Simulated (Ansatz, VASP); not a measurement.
As: VASP beside Ansatz

The input INCAR:

```
PREC = Accurate
ENCUT = 400
EDIFF = 1E-6
ISMEAR = 0
SIGMA = 0.02
LREAL = F
LASPH = T
NELM = 120
ALGO = Normal
ISIF = 2
LWAVE = F
LCHARG = F
LDIPOL = T
IDIPOL = 3
DIPOL = 0.5 0.5 0.500
GGA = PE
IVDW = 12
NBANDS = 22
GGA_COMPAT = F
NELMDL = -8
```

File KPOINTS:

```
regular mesh
0
Gamma
  9 9 1
```

POSCAR

```
As
1.0
    3.4060000000      0.0000000000      0.0000000000
   -1.7030000000      2.9496825253      0.0000000000
    0.0000000000      0.0000000000     28.5742413766
As
2
Direct
    0.3333333333      0.6666666667      0.4738050788
    0.6666666667      0.3333333333      0.5261949212
```

Input for Ansatz:

```yaml
crystal:
  lattice:
    - [3.406, 0.0, 0.0]
    - [-1.703, 2.9496825253, 0.0]
    - [0.0, 0.0, 28.5742413766]
  atoms:
    - { symbol: As, position: [0.3333333333, 0.6666666667, 0.4738050788] }
    - { symbol: As, position: [0.6666666667, 0.3333333333, 0.5261949212] }
  periodic: [true, true, false]
basis:
  ecutwfc: 420
kpoints:
  mp_grid: { grid: [9, 9, 1] }
hamiltonian:
  xc: pbe
  dispersion: d3bj
scf:
  occupations: { method: gaussian, width: 0.02 }
output:
  forces: true
  stress: true
  eigenvalues: true
```

Alike in both runs: task single point; functional PBE; dispersion D3(BJ); k mesh 9 × 9 × 1; occupations gaussian, width 0.02 eV; no spin polarisation.

|  | VASP | Ansatz |
| --- | --- | --- |
| version | VASP 6.6.1 | Ansatz 0.2.0 |
| potentials or method | VASP PAW PBE potentials, release 64 (As_d), cutoff 400 eV | scalar-relativistic, plane waves, PAW |
| valence electrons in the cell | 30 | 30 |

```csv
,VASP,Ansatz,Ansatz less VASP
gap on the k mesh at the Fermi level (eV),0.53,0.52,-0.009
least direct gap on the mesh (eV),2.21,2.21,-0.005
rms of the force components (eV/Å),0.415,0.426,+0.0109
```

Atom by atom the forces differ by 0.011 eV/Å (rms over components).
